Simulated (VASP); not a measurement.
Sr, 2 atoms in the cell. It takes space group Fd-3m (No. 227, cubic). The conventional cell has a = 9.085 Å, b = 9.085 Å, c = 9.085 Å, α = 90.00°, β = 90.00°, γ = 90.00°. Within 5.2 Å of Sr (site symmetry -43m) lie 4 Sr at 3.93 Å. This isn't the form of Sr at room conditions, which is fcc.

| Property | Result |
| --- | --- |
| Program | VASP 6.6.1 |
| Task | single point |
| Functional | LDA |
| Potentials or basis | VASP PAW LDA potentials, release 64 (Sr_sv) |
| Cutoff | 520 eV |
| k mesh | 7 × 7 × 7 |
| Occupations | fermi-dirac, width 0.1 eV |
| Spin | no spin polarisation |
| Dipole correction | no |
| Further INCAR settings | ALGO = Normal; EDIFF = 1e-07; NBANDS = 17 |

Potentials or basis: VASP PAW LDA potentials, release 64 (Sr_sv).

Launch:

```bash
$ cat potpaw_LDA.64/Sr_sv/POTCAR > POTCAR
$ mpirun -np 1 vasp_std > vasp.out
```

Hardware: 1 thread of AMD EPYC 9R14 (Zen 4) (shared host).

Q: Estimate the wall time of this run.

A: It took 42 s on 1 thread of AMD EPYC 9R14 (Zen 4), on a shared host, peak memory 0.23 GiB. Counts: scf iterations 13, k points 20.
